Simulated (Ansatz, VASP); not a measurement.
Two plane-wave programs on Sb3As

```xyz
4
Lattice="4.6700 0.0000 0.0000 0.0000 4.6700 0.0000 0.0000 0.0000 4.6700" Properties=species:S:1:pos:R:3 pbc="T T T"
Sb    0.0000    2.3350    2.3350
Sb    2.3350    0.0000    2.3350
Sb    2.3350    2.3350    0.0000
As    0.0000    0.0000    0.0000
```

Alike in both runs: functional PBE; k mesh 10 × 10 × 10; occupations gaussian, width 0.1 eV; no spin polarisation.

Ansatz relaxed the structure, and its values are those at the end. VASP's run is a single point on that final structure, the one shown.

|  | VASP | Ansatz |
| --- | --- | --- |
| version | VASP 6.6.1 | Ansatz 0.2.0 |
| potentials or method | VASP PAW PBE potentials, release 64 (Sb, As), cutoff 520 eV | scalar-relativistic, plane waves, PAW |
| valence electrons in the cell | 20 | 60 |

```tsv
	VASP	Ansatz	Ansatz less VASP
gap on the k mesh at the Fermi level (eV)	none	none	-
pressure (GPa)	-0.1	0.0	+0.12
```

A gap of «none» marks a metal or a gap that the smearing closes. The functional is the same, so the differences come from potentials, cutoffs and numerics. VASP's potentials hold 20 valence electrons a cell and Ansatz's 60, so a difference there can come from the potentials and not from the codes.

Neither program's run includes spin-orbit coupling.
